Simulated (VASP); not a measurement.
# MgSi (P4mm) in VASP: a series of runs

MgSi is run at these levels: LDA; tasks: single point.

Everything below comes from runs of VASP 6.6.1. Logs are shortened: lines on timing, memory, paths and dates and some standing lists are left out, and cuts for length are marked.

**1. The cell of the first run**

Symmetry: P4mm, No. 99, tetragonal system. Conventional cell: a = 2.908 Å, b = 2.908 Å, c = 4.103 Å, α = 90.00°, β = 90.00°, γ = 90.00°. Mg (site symmetry 4mm) has 8 Si at 2.70 to 3.12 Å and 4 Mg at 2.91 Å within 3.6 Å. Si (site symmetry 4mm) has 8 Mg at 2.70 to 3.12 Å and 4 Si at 2.91 Å within 3.6 Å.

**2. Single point, LDA**

INCAR reads:

```
SYSTEM = MgSi
PREC = Accurate
ENCUT = 520
EDIFF = 1E-6
ISMEAR = 0
SIGMA = 0.15
LREAL = .FALSE.
LASPH = .TRUE.
NELM = 80
ALGO = Normal
ISIF = 2
LWAVE = .FALSE.
LCHARG = .TRUE.
LELF = .TRUE.
LVHAR = .TRUE.
NBANDS = 10
```

KPOINTS reads:

```
Automatic mesh
0
G
  16 16 12
  0 0 0
```

POSCAR reads:

```
MgSi
1.0
    2.9083940000      0.0000000000      0.0000000000
    0.0000000000      2.9083940000      0.0000000000
    0.0000000000      0.0000000000      4.1034270000
Mg Si
1 1
Direct
    0.0000000000      0.0000000000      0.0731096228
    0.5000000000      0.5000000000      0.5000000000
```

Potentials or basis: VASP PAW LDA potentials, release 64 (Mg, Si).

Launch:

```bash
$ cat potpaw_LDA.64/Mg/POTCAR potpaw_LDA.64/Si/POTCAR > POTCAR
$ mpirun -np 1 vasp_std > vasp.out
```

OUTCAR:

```text
SYSTEM = MgSi
   PREC = Accurate
   ENCUT = 520
   EDIFF = 1E-6
   ISMEAR = 0
   LREAL = .FALSE.
   LASPH = .TRUE.
   NELM = 80
   ISIF = 2

 ion  position               nearest neighbor table
   1  0.000  0.000  0.073-   2 2.70   2 2.70   2 2.70   2 2.70   2 3.12   2 3.12   2 3.12   2 3.12

   2  0.500  0.500  0.500-   1 2.70   1 2.70   1 2.70   1 2.70   1 3.12   1 3.12   1 3.12   1 3.12

  LATTYP: Found a simple tetragonal cell.
 ALAT       =     2.9083940000
 C/A-ratio  =     1.4108910278

  Lattice vectors:

 A1 = (   2.9083940000,   0.0000000000,   0.0000000000)
 A2 = (   0.0000000000,   2.9083940000,   0.0000000000)
 A3 = (   0.0000000000,   0.0000000000,   4.1034270000)

Analysis of symmetry for initial positions (statically):
=====================================================================
 Subroutine PRICEL returns:
 Original cell was already a primitive cell.

 Routine SETGRP: Setting up the symmetry group for a
 simple tetragonal supercell.

 Subroutine GETGRP returns: Found  8 space group operations
 (whereof  8 operations were pure point group operations)
 out of a pool of 16 trial point group operations.

The static configuration has the point symmetry C_4v.

Analysis of symmetry for dynamics (positions and initial velocities):
=====================================================================
 Subroutine PRICEL returns:
 Original cell was already a primitive cell.

 Routine SETGRP: Setting up the symmetry group for a
 simple tetragonal supercell.

 Subroutine GETGRP returns: Found  8 space group operations
 (whereof  8 operations were pure point group operations)
 out of a pool of 16 trial point group operations.

The dynamic configuration has the point symmetry C_4v.

 Subroutine INISYM returns: Found  8 space group operations
 (whereof  8 operations are pure point group operations),
 and found     1 'primitive' translations

----------------------------------------------------------------------------------------

                                     Primitive cell

  volume of cell :      34.7099

  direct lattice vectors                    reciprocal lattice vectors
     2.908394000  0.000000000  0.000000000     0.343832369  0.000000000  0.000000000
     0.000000000  2.908394000  0.000000000     0.000000000  0.343832369  0.000000000
     0.000000000  0.000000000  4.103427000     0.000000000  0.000000000  0.243698743

  length of vectors
     2.908394000  2.908394000  4.103427000     0.343832369  0.343832369  0.243698743

  position of ions in fractional coordinates (direct lattice)
     0.000000000  0.000000000  0.073109623
     0.500000000  0.500000000  0.500000000

  ion indices of the primitive-cell ions
   primitive index   ion index
                 1           1
                 2           2

----------------------------------------------------------------------------------------

 KPOINTS: Automatic mesh

Automatic generation of k-mesh.
 Grid dimensions read from file:
 generate k-points for:   16   16   12

 Generating k-lattice:

  Cartesian coordinates                     Fractional coordinates (reciprocal lattice)
     0.021489523  0.000000000  0.000000000     0.062500000  0.000000000  0.000000000
     0.000000000  0.021489523  0.000000000     0.000000000  0.062500000  0.000000000
     0.000000000  0.000000000  0.020308229     0.000000000  0.000000000  0.083333333

  Length of vectors
     0.021489523  0.021489523  0.020308229

  Shift w.r.t. Gamma in fractional coordinates (k-lattice)
     0.000000000  0.000000000  0.000000000

 Subroutine IBZKPT returns following result:
 ===========================================

 Found    315 irreducible k-points:

 Following reciprocal coordinates:
            Coordinates               Weight
  0.000000  0.000000  0.000000      1.000000
  0.062500  0.000000  0.000000      4.000000
  0.125000  0.000000  0.000000      4.000000
  0.187500  0.000000  0.000000      4.000000
  0.250000  0.000000  0.000000      4.000000
  0.312500  0.000000  0.000000      4.000000
[... 16 lines left out ...]
  0.437500  0.125000  0.000000      8.000000
  0.500000  0.125000  0.000000      4.000000
 [... further k-points ...]
   k-points           NKPTS =    315   k-points in BZ     NKDIM =    315   number of bands    NBANDS=     10
   number of dos      NEDOS =    301   number of ions     NIONS =      2
   total plane-waves  NPLWV =  18432
   dimension x,y,z NGX =    24 NGY =   24 NGZ =   32
   dimension x,y,z NGXF=    48 NGYF=   48 NGZF=   64
   ions per type =               1   1
   NGX,Y,Z   is equivalent  to a cutoff of  13.72, 13.72, 12.96 a.u.
   NGXF,Y,Z  is equivalent  to a cutoff of  27.44, 27.44, 25.93 a.u.
 SYSTEM =  MgSi
   PREC   = accura    normal or accurate (medium, high low for compatibility)
   ISTART =      0    job   : 0-new  1-cont  2-samecut
   ICHARG =      2    charge: 1-file 2-atom 10-const
   ISPIN  =      1    spin polarized calculation?
   LNONCOLLINEAR =      F non collinear calculations
   LSORBIT =      F    spin-orbit coupling
   LASPH  =      T    aspherical Exc in radial PAW
   ENCUT  =  520.0 eV  38.22 Ry    6.18 a.u.   5.41  5.41  7.63*2*pi/ulx,y,z
   NELM   =     80;   NELMIN=  2; NELMDL= -5     # of ELM steps
   EDIFF  = 0.1E-05   stopping-criterion for ELM
   LREAL  =      F    real-space projection
[... 7 lines left out ...]
   TEBEG  =    0.0;   TEEND  =   0.0 temperature during run
   PSTRESS=    0.0 pullay stress
   NELECT =       6.0000    total number of electrons
   NUPDOWN=      -1.0000    fix difference up-down
   EMIN   =  10.00;   EMAX   =-10.00  energy-range for DOS
   EFERMI =   0.00;   METHOD = LEGACY
   ISMEAR =     0;   SIGMA  =   0.15  broadening in eV -4-tet -1-fermi 0-gaus
   EFERMI_NEDOS =   21; number of points for ismear=-14 and -15
   IALGO  =     38    algorithm
   IMIX   =      4    mixing-type and parameters
     AMIX     =   0.40;   BMIX     =  1.00
     AMIX_MAG =   1.60;   BMIX_MAG =  1.00
  volume/ion in A,a.u.               =      17.35       117.12
  Fermi-wavevector in a.u.,A,eV,Ry     =   0.911957  1.723348 11.315488  0.831665
  Thomas-Fermi vector in A             =   2.036296
   LORBIT       =      0    0 simple, 1 ext, 2 COOP (PROOUT), +10 PAW based schemes
   GGA     = CA    functional components
   LHFCALC =     F    Hartree Fock is set to
   AEXX    =    0.0000 exact exchange contribution
   IVDW    =     0    specifies the selected vdW correction
   LEPSILON=     F    determine dielectric tensor
   LRPA    =     F    only Hartree local field effects (RPA)
 non-spin polarized calculation
 Gauss-broadening in eV      SIGMA  =   0.15
  energy-cutoff  :      520.00
  volume of cell :       34.71
 maximum number of plane-waves:       952
 NGX is ok and might be reduce to    24
   NGX = 11   NGY = 11   NGZ = 15

 number of electron       6.0000000 magnetization

 Free energy of the ion-electron system (eV)
  ---------------------------------------------------
  ext. energy  EPLUGINS =         0.00000000
  ---------------------------------------------------
  free energy    TOTEN  =        -7.51719942 eV

  energy without entropy =       -7.50773817  energy(sigma->0) =       -7.51246880

 E-fermi :   5.9818     XC(G=0): -10.0381

 val. band max:        5.9810621937   @ k =   0.1875   0.0000   0.1667
 cond. band min:       6.0093186253   @ k =   0.4375   0.1250   0.3333
 fundamental gap:      0.0282564315
 Fermi energy:         5.9818107658

 k-point     1 :       0.0000    0.0000    0.0000
  band No.  band energies     occupation
      1      -5.2780      2.00000
      2       3.2992      2.00000
      3       4.9834      2.00000
      4      10.1851      0.00000
      5      10.1851      0.00000
      6      11.3210      0.00000
      7      14.2462      0.00000
      8      18.5966      0.00000
      9      18.5966      0.00000
     10      18.9976      0.00000

 k-point     2 :       0.0625    0.0000    0.0000
  band No.  band energies     occupation
      1      -5.2125      2.00000
      2       3.3571      2.00000
      3       5.0497      2.00000
      4       9.0554      0.00000
      5      10.2362      0.00000
      6      12.0840      0.00000
      7      14.7255      0.00000
      8      17.5351      0.00000
      9      18.3018      0.00000
     10      18.6561      0.00000

 k-point     3 :       0.1250    0.0000    0.0000
  band No.  band energies     occupation
      1      -5.0163      2.00000
      2       3.5300      2.00000
      3       5.2476      2.00000
      4       7.4450      0.00000
      5      10.3883      0.00000
      6      12.7230      0.00000
      7      15.6321      0.00000
      8      16.1292      0.00000
      9      17.3827      0.00000
     10      18.8327      0.00000

 k-point     4 :       0.1875    0.0000    0.0000
  band No.  band energies     occupation
      1      -4.6916      2.00000
      2       3.8142      2.00000
      3       5.5552      1.99994
      4       5.8683      1.71532
      5      10.6371      0.00000
      6      13.1593      0.00000
      7      14.3605      0.00000
      8      15.3562      0.00000
      9      18.4013      0.00000
     10      19.1188      0.00000
[... 222 lines left out ...]
 k-point    22 :       0.3750    0.1250    0.0000
  band No.  band energies     occupation
      1      -2.7591      2.00000
      2       1.8798      2.00000
      3       5.4665      2.00000
      4       7.5453      0.00000
      5       9.4670      0.00000
      6      10.5738      0.00000
      7      11.7900      0.00000
      8      14.5214      0.00000
      9      17.5886      0.00000
     10      17.8543      0.00000

 k-point    23 :       0.4375    0.1250    0.0000
  band No.  band energies     occupation
      1      -2.0780      2.00000
      2       0.8359      2.00000
      3       5.9686      1.09894
      4       8.2782      0.00000
      5       9.6183      0.00000
      6      10.0046      0.00000
      7      10.7719      0.00000
      8      13.7253      0.00000
      9      18.0136      0.00000
     10      18.3449      0.00000

 k-point    24 :       0.5000    0.1250    0.0000
  band No.  band energies     occupation
      1      -1.6975      2.00000
      2       0.3340      2.00000
      3       6.2019      0.03797
      4       8.7725      0.00000
      5       9.2319      0.00000
      6      10.1907      0.00000
      7      10.2328      0.00000
      8      13.4007      0.00000
      9      18.1884      0.00000
     10      18.5982      0.00000

 [... further k-points ...]

------------------------ aborting loop because EDIFF is reached ----------------------------------------

  FORCE on cell =-STRESS in cart. coord.  units (eV):
  Direction    XX          YY          ZZ          XY          YZ          ZX
  --------------------------------------------------------------------------------------
  -------------------------------------------------------------------------------------
  Total        0.0163801      0.0163801     -0.5656401      0.0000000      0.0000000      0.0000000
  in kB        0.7560888      0.7560888    -26.1094425      0.0000000      0.0000000      0.0000000
  external PRESSURE =      -8.1990883 kB  Pullay stress =       0.0000000 kB

 VOLUME and BASIS-vectors are now :
 -----------------------------------------------------------------------------
  energy-cutoff  :      520.00
  volume of cell :       34.71
      direct lattice vectors                 reciprocal lattice vectors
     2.908394000  0.000000000  0.000000000     0.343832369  0.000000000  0.000000000
     0.000000000  2.908394000  0.000000000     0.000000000  0.343832369  0.000000000
     0.000000000  0.000000000  4.103427000     0.000000000  0.000000000  0.243698743

 POSITION                                       TOTAL-FORCE (eV/Angst)
 -----------------------------------------------------------------------------------
      0.00000      0.00000      0.30000         0.000000      0.000000     -1.079967
      1.45420      1.45420      2.05171         0.000000     -0.000000      1.079967
 -----------------------------------------------------------------------------------
    total drift:                               -0.000000     -0.000000     -0.000037

  FREE ENERGIE OF THE ION-ELECTRON SYSTEM (eV)
  ---------------------------------------------------
  free  energy   TOTEN  =        -7.5171994231 eV

  energy  without entropy=       -7.5077381707  energy(sigma->0) =       -7.51246880
```

It took 29 s on 1 thread of Intel Xeon Platinum 8559C (Emerald Rapids), shared host; peak memory 0.23 GiB.

What came out:

```yaml
Free_energy: -7.5172 eV
Pressure: -0.8 GPa
Largest_force: 1.080 eV/Å
Band_gap_on_the_k_mesh: zero (bands 3 and 4 overlap by 6.08 eV)
```

Forces in eV/Å, atoms in the order of the input:
```
Mg   0.000  0.000 -1.080
Si   0.000  0.000  1.080
```

Levels at points of the mesh, in eV from the Fermi level:
```
           k point  band 1  band 2  band 3  band 4  band 5  band 6  band 7  band 8
(0.00, 0.00, 0.00)  -11.26   -2.68   -1.00    4.20    4.20    5.34    8.26   12.61
(0.50, 0.00, 0.00)   -7.94   -5.89   -0.01    2.56    3.03    4.02    6.34   10.07
(0.50, 0.50, 0.00)   -4.45   -3.14   -3.14    0.40    2.70    5.77    5.77    6.24
(0.00, 0.00, 0.50)  -10.32   -6.91    4.64    4.64    6.44    7.33    8.14    9.15
(0.50, 0.00, 0.50)   -7.14   -4.98   -3.59   -1.44    6.85    9.64   10.36   10.85
(0.50, 0.50, 0.50)   -3.56   -2.45   -2.45   -0.43    1.32    1.42    1.42    5.09
```

Caveat: the cell differs from its parent crystal (all Mg atoms moved -0.300 Å, as atom 1 towards its neighbour atom 1 (Mg) at 4.103 Å); forces of over 1 eV/Å act on the atoms, so gaps and moduli don't describe the material at rest.

(Continued in part 2 of 2.)

The gap in the log of VASP goes by the Fermi energy; the results here count the filled bands.